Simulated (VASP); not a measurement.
# Mg4S (P6/mmm) in VASP: a series of runs, part 3 of 3

VASP 6.6.1.

### Step 5. Single point, PBE

This run uses another cell than the first one, of 26.55 Å³/atom, 1.274 times its volume.

Contents of INCAR:

```
PREC = Accurate
ENCUT = 520
EDIFF = 1E-6
ISMEAR = 0
SIGMA = 0.1
LREAL = F
LASPH = T
NELM = 100
ALGO = Normal
ISIF = 2
LWAVE = F
LCHARG = T
GGA = PE
LELF = T
LVHAR = T
NBANDS = 15
```

Contents of KPOINTS:

```
Automatic mesh
0
Gamma
  12 12 6
```

Contents of POSCAR:

```
Mg4S
1.0
    5.0341168573      0.0000000000      0.0000000000
   -2.5170584287      4.3596730841      0.0000000000
    0.0000000000      0.0000000000      6.0474995779
Mg S
4 1
Direct
    0.3333333333      0.6666666667      0.5000000000
    0.6666666667      0.3333333333      0.5000000000
    0.3333333333      0.6666666667      0.0000000000
    0.6666666667      0.3333333333      0.0000000000
    0.0000000000      0.0000000000      0.0000000000
```

Launch:

```sh
$ cat potpaw_PBE.64/Mg/POTCAR potpaw_PBE.64/S/POTCAR > POTCAR
$ mpirun -np 1 vasp_std > vasp.out
```

Wall time 2 min (1 thread of Intel Xeon 6975P-C, shared host); peak memory 0.34 GiB.

Results (log left out):

| Quantity | Value |
| --- | --- |
| Free energy | -9.0917 eV |
| Pressure | -0.1 GPa |
| Band gap on the k mesh | zero (band 7 reaches 3.27 eV, above the bottom of band 8 at 1.98 eV) |

Levels at points of the mesh, in eV from the Fermi level:
```tsv
k point	band 5	band 6	band 7	band 8	band 9	band 10
(0.00, 0.00, 0.00)	-3.28	-1.13	0.46	0.47	0.47	1.52
(0.50, 0.00, 0.00)	-2.49	-2.11	-0.54	0.38	1.10	1.47
(0.00, 0.00, 0.50)	-3.30	-1.42	1.09	1.09	1.76	1.76
(0.50, 0.00, 0.50)	-3.24	-1.68	-1.01	0.60	0.68	2.73
```

### Step 6. Relaxation of cell and atoms, PBE

This run uses another cell than the first one, of 26.35 Å³/atom, 1.265 times its volume.

Contents of INCAR:

```
SYSTEM = Mg4S
ALGO = Normal ; EDIFF = 1E-7
EDIFFG = -0.01 ; ENCUT = 600
GGA = PE ; IBRION = 2
ISIF = 3 ; ISMEAR = 0
LASPH = .TRUE. ; LCHARG = .FALSE.
LREAL = .FALSE. ; LWAVE = .FALSE.
NELM = 80 ; NSW = 100
PREC = Accurate ; SIGMA = 0.1
```

Contents of KPOINTS:

```
k-points
0
G
  12 12 6
  0 0 0
```

Edit POSCAR of step 5 so:

```diff
@@ -2,5 +2,5 @@
 1.0
-    5.0341168573      0.0000000000      0.0000000000
-   -2.5170584287      4.3596730841      0.0000000000
-    0.0000000000      0.0000000000      6.0474995779
+    5.0190024869      0.0000000000      0.0000000000
+   -2.5095012435      4.3465836553      0.0000000000
+    0.0000000000      0.0000000000      6.0398932772
 Mg S
```

Potentials or basis: VASP PAW PBE potentials, release 64 (Mg, S).

Launch:

```sh
$ cat potpaw_PBE.64/Mg/POTCAR potpaw_PBE.64/S/POTCAR > POTCAR
$ mpirun -np 1 vasp_std > vasp.out
```

It took 2.7 min on 1 thread of Intel Xeon 6975P-C, shared host; peak memory 0.37 GiB.

Results (log left out):

- Free energy: -9.0920 eV
- Relaxed volume: 26.44 Å³/atom
- Relaxed cell: a = 5.027 Å, b = 5.027 Å, c = 6.042 Å, α = 90.00°, β = 90.00°, γ = 120.00°
- Space group after relaxing (to 0.05 Å): P6/mmm (No. 191)
- Energy gained by relaxing: 0.1 meV/atom
- Ionic steps: 2
- Pressure after relaxing: 0.0 GPa
- Band gap on the k mesh: zero (band 7 reaches 3.29 eV, above the bottom of band 8 at 1.99 eV)

The path:
| step | energy change (eV) | largest force (eV/Å) | pressure (GPa) | volume (Å³) |
| --- | --- | --- | --- | --- |
| 1 | 0.0000 | 0.0000 | 0.14 | 131.76 |
| 2 | -0.0003 | 0.0000 | 0.04 | 132.21 |

Final structure:
```
CELL_PARAMETERS angstrom
5.02676 0.00000 0.00000
-2.51338 4.35330 0.00000
0.00000 0.00000 6.04170
ATOMIC_POSITIONS crystal
Mg 0.33333 0.66667 0.50000
Mg 0.66667 0.33333 0.50000
Mg 0.33333 0.66667 0.00000
Mg 0.66667 0.33333 0.00000
S 0.00000 0.00000 0.00000
```

Levels at points of the mesh, in eV from the Fermi level:
```csv
k point,band 5,band 6,band 7,band 8,band 9,band 10
"(0.00, 0.00, 0.00)",-3.30,-1.13,0.46,0.47,0.47,1.54
"(0.50, 0.00, 0.00)",-2.51,-2.12,-0.54,0.38,1.10,1.47
"(0.00, 0.00, 0.50)",-3.31,-1.43,1.09,1.09,1.77,1.77
"(0.50, 0.00, 0.50)",-3.26,-1.68,-1.01,0.60,0.68,2.73
```

### Step 7. Summary

| task | cell | k mesh | cutoff (eV) | gap on the mesh (eV) | pressure (GPa) | relaxed volume (Å³/atom) |
| --- | --- | --- | --- | --- | --- | --- |
| single point | a = 4.848, b = 4.848, c = 5.117 Å, angles 90.0, 90.0, 120.0°, 5 atoms | 6 × 6 × 4 | 520 | none | 10.3 | - |
| single point | a = 5.019, b = 5.019, c = 6.040 Å, angles 90.0, 90.0, 120.0°, 5 atoms | 6 × 6 × 4 | 520 | none | 0.2 | - |
| relaxation of cell and atoms | relaxed from a = 4.848, b = 4.848, c = 5.117 Å, angles 90.0, 90.0, 120.0°, 5 atoms | 6 × 6 × 4 | 600 | none | 0.0 | 26.57 |
| single point | a = 5.034, b = 5.034, c = 6.047 Å, angles 90.0, 90.0, 120.0°, 5 atoms | 12 × 12 × 6 | 520 | none | -0.1 | - |
| relaxation of cell and atoms | relaxed from a = 5.019, b = 5.019, c = 6.040 Å, angles 90.0, 90.0, 120.0°, 5 atoms | 12 × 12 × 6 | 600 | none | 0.0 | 26.44 |

Alike in all rows: level PBE; potentials or basis VASP PAW PBE potentials, release 64 (Mg, S); no spin polarisation; smearing gaussian 0.1 eV.

Caveats: the volume moved by over 15 % at a fixed basis, so the end points are rough (some runs).

Absolute energies hang on the potentials; compare differences alone.
